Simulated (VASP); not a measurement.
# AlSi62 (a cell with a defect): single point with PBE+D3(BJ)

AlSi62 (a cell with a defect):

```xyz
63
Lattice="10.8600 0.0000 0.0000 0.0000 10.8600 0.0000 0.0000 0.0000 10.8600" Properties=species:S:1:pos:R:3 pbc="T T T"
Si    5.4368   -0.0228   -0.0068
Si    6.7706    1.3444    1.3770
Si    8.1295    2.6973    0.0223
Si    9.4967    4.0783    1.3598
Si    8.1480    0.0179    2.7329
Si    9.4548    1.4353    4.1503
Si    0.0064    0.0059    0.0192
Si    1.3368    1.3782    1.3952
Si    2.7091    2.7086    0.0192
Si    4.0791    4.0798    1.3509
Si    5.4935    5.3938   -0.0635
Si    6.8013    6.7737    1.3278
Si    8.1812    8.0815   -0.0635
Si    9.4952    9.4959    1.3509
Si    2.7089    0.0061    2.7211
Si    4.0348    1.3782    4.0932
Si    5.4108    2.7086    2.7209
Si    6.7678    4.0874    4.0711
Si    8.1410    5.4340    2.7149
Si    9.4876    6.8072    4.0711
Si    5.4108    0.0059    5.4236
Si    6.7678    1.3561    6.8024
Si    8.1240    2.8494    5.5644
Si    8.1410   -0.0001    8.1490
Si    9.4876    1.3561    9.5222
Si    0.0177    5.4455    0.0223
Si    1.3706    6.8044    1.3770
Si    2.7378    8.1382   -0.0068
Si    4.0700    9.5050    1.3600
Si   -0.0278    2.7428    2.7568
Si    1.2797    4.1202    4.1503
Si    2.6971    5.4270    2.7329
Si    4.0530    6.8044    4.0594
Si    5.4368    8.1382    2.6922
Si    6.7706    9.5220    4.0594
Si   -0.0278    0.0418    5.4578
Si    1.2797    1.4353    6.8352
Si    2.6732    2.7428    5.4578
Si    4.0702    4.0783    6.7933
Si    5.4077    5.4455    5.4123
Si    6.8849    6.6901    6.7387
Si    8.1295    8.1673    5.4123
Si    9.4967    9.5048    6.7933
Si    2.6971    0.0179    8.1420
Si    4.0530    1.3444    9.5194
Si    5.4077    2.6973    8.1605
Si    6.8849    4.0237    9.4051
Si    9.5513    6.6901    9.4051
Si    0.0064    8.1642    2.7209
Si    1.3368    9.5402    4.0932
Si   -0.1344    5.4510    5.5644
Si    1.3589    6.8072    6.8024
Si    2.7091    8.1642    5.4236
Si    4.0791    9.4959    6.7948
Si   -0.1344    2.8494    8.1660
Si    1.3589    4.0874    9.5222
Si    2.7151    5.4340    8.1490
Si    4.1022    6.7737    9.4887
Si    5.4935    8.0815    8.1088
Si    6.8013    9.4728    9.4887
Si    0.0177    8.1673    8.1605
Si    1.3706    9.5220    9.5194
Al    8.5621    5.0129    7.7279
```

* Program: VASP 6.6.1
* Task: single point
* Functional: PBE
* Dispersion: D3(BJ)
* Potentials or basis: VASP PAW PBE potentials, release 64 (Si, Al)
* Cutoff: 520 eV
* k mesh: 1 × 1 × 1
* Occupations: gaussian, width 0.05 eV
* Spin: no spin polarisation

```
Largest force              : 0.035 eV/Å
Dispersion energy per atom : -0.313 eV
```

Forces in eV/Å, atoms in the order of the input:
```
Si  -0.006 -0.001  0.006
Si   0.006 -0.001 -0.003
Si  -0.002  0.000  0.009
Si  -0.001  0.001 -0.002
Si  -0.008  0.000  0.000
Si   0.003  0.006  0.006
Si   0.002  0.002 -0.004
Si   0.003 -0.003  0.004
Si  -0.002 -0.002 -0.004
Si   0.007 -0.003 -0.007
Si   0.008  0.001 -0.008
Si   0.003 -0.003  0.002
Si  -0.001 -0.008 -0.008
Si   0.003 -0.007 -0.007
Si  -0.002  0.002  0.002
Si  -0.004 -0.003 -0.003
Si   0.004 -0.002  0.002
Si   0.012 -0.003  0.003
Si  -0.002  0.002  0.001
Si   0.003 -0.012  0.003
Si   0.004  0.002 -0.002
Si   0.012  0.003 -0.003
Si  -0.012  0.008  0.008
Si  -0.002  0.001  0.002
Si   0.003  0.003 -0.012
Si   0.000  0.002  0.009
Si   0.001 -0.006 -0.003
Si   0.001  0.006  0.006
Si   0.004 -0.004 -0.004
Si  -0.004  0.004  0.000
Si  -0.006 -0.003  0.006
Si   0.000  0.008  0.000
Si   0.003 -0.006 -0.001
Si  -0.006  0.006 -0.001
Si   0.006 -0.003 -0.001
Si  -0.004  0.000  0.004
Si  -0.006  0.006 -0.003
Si   0.000  0.004  0.004
Si   0.002  0.001  0.001
Si  -0.009  0.002  0.000
Si   0.020 -0.020  0.021
Si  -0.002  0.009  0.000
Si  -0.001 -0.002  0.001
Si   0.000  0.000  0.008
Si   0.003 -0.001 -0.006
Si  -0.009  0.000  0.002
Si   0.020  0.021 -0.020
Si  -0.021 -0.020 -0.020
Si   0.002 -0.004  0.002
Si   0.003  0.004 -0.003
Si  -0.008  0.012  0.008
Si  -0.003 -0.012 -0.003
Si  -0.002 -0.004 -0.002
Si   0.007 -0.007 -0.003
Si  -0.008  0.008  0.012
Si  -0.003 -0.003 -0.012
Si  -0.001  0.002  0.002
Si  -0.002 -0.003 -0.003
Si   0.008 -0.008  0.001
Si   0.003  0.002 -0.003
Si   0.000  0.009  0.002
Si   0.001 -0.003 -0.006
Al  -0.013  0.013  0.013
```

Levels at points of the mesh, in eV from the Fermi level:
```tsv
k point	band 124	band 125	band 126	band 127	band 128	band 129	band 130	band 131
(0.00, 0.00, 0.00)	-0.89	-0.71	0.00	0.00	0.16	0.16	0.22	0.24
```

Run time: 3.7 min on 1 thread of AMD EPYC 9R45 96-Core Processor (Zen 5), on a shared host, peak memory 0.99 GiB.

Caveat: the k points lie up to 0.58 Å⁻¹ apart; the cell carries a net charge on a neutralising background, which shifts energy and pressure; the cell is charged against a uniform background, so pressure and absolute levels hang on convention.
